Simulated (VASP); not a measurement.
Set up this calculation in VASP 6.6.1, as the native input.

```yaml
Task: single point
Functional: PBE
Potentials_or_basis: VASP PAW PBE potentials, release 64 (Hf_pv, Ti_sv, O)
Cutoff: 520 eV
k_mesh: 6 × 6 × 4
Occupations: gaussian, width 0.02 eV
Spin: no spin polarisation
Dipole_correction: no
Further_INCAR_settings: ALGO = Normal; EDIFF = 1e-06; NBANDS = 57
```

The structure of Hf3TiO8 lies in POSCAR:

```
Hf3TiO8
1.0
    3.4046979523     -3.4103833237      0.0000000000
    3.4046979523      3.4103833237      0.0000000000
    0.0000000000      0.0000000000      6.3503689721
Hf Ti O
3 1 8
Direct
    0.0000000000      0.0000000000      0.0000000000
    0.5000000000      0.5000000000      0.2545481879
    0.5000000000      0.5000000000      0.7454518121
    0.0000000000      0.0000000000      0.5000000000
    0.8094128435      0.1905871565      0.2618637701
    0.8094128435      0.1905871565      0.7381362299
    0.6945494987      0.6945494987      0.0000000000
    0.7042895086      0.7042895086      0.5000000000
    0.3054505013      0.3054505013      0.0000000000
    0.2957104914      0.2957104914      0.5000000000
    0.1905871565      0.8094128435      0.2618637701
    0.1905871565      0.8094128435      0.7381362299
```

One way to write it, as run:

INCAR

```
ALGO = Normal
EDIFF = 1E-6
ENCUT = 520
GGA = PE
ISIF = 2
ISMEAR = 0
LASPH = True
LCHARG = True
LELF = True
LREAL = False
LVHAR = True
LWAVE = False
NBANDS = 57
NELM = 80
PREC = Accurate
SIGMA = 0.02
```

KPOINTS

```
k-points
0
Gamma
  6 6 4
```

Potentials or basis: VASP PAW PBE potentials, release 64 (Hf_pv, Ti_sv, O).

The run is started by

```sh
$ cat potpaw_PBE.64/Hf_pv/POTCAR potpaw_PBE.64/Ti_sv/POTCAR potpaw_PBE.64/O/POTCAR > POTCAR
$ mpirun -np 1 vasp_std > vasp.out
```

Results of the run:

- Pressure: -2.0 GPa
- Largest force: 0.239 eV/Å
- Band gap on the k mesh: 2.48 eV (least direct gap 2.49 eV)

Caveat: spin-orbit coupling is left out, which moves the levels of the heavy elements.

Wall time 6.4 min on 1 thread of Intel(R) Xeon(R) Platinum 8375C CPU @ 2.90GHz (Ice Lake), with other jobs on the host, peak memory 0.4 GiB.
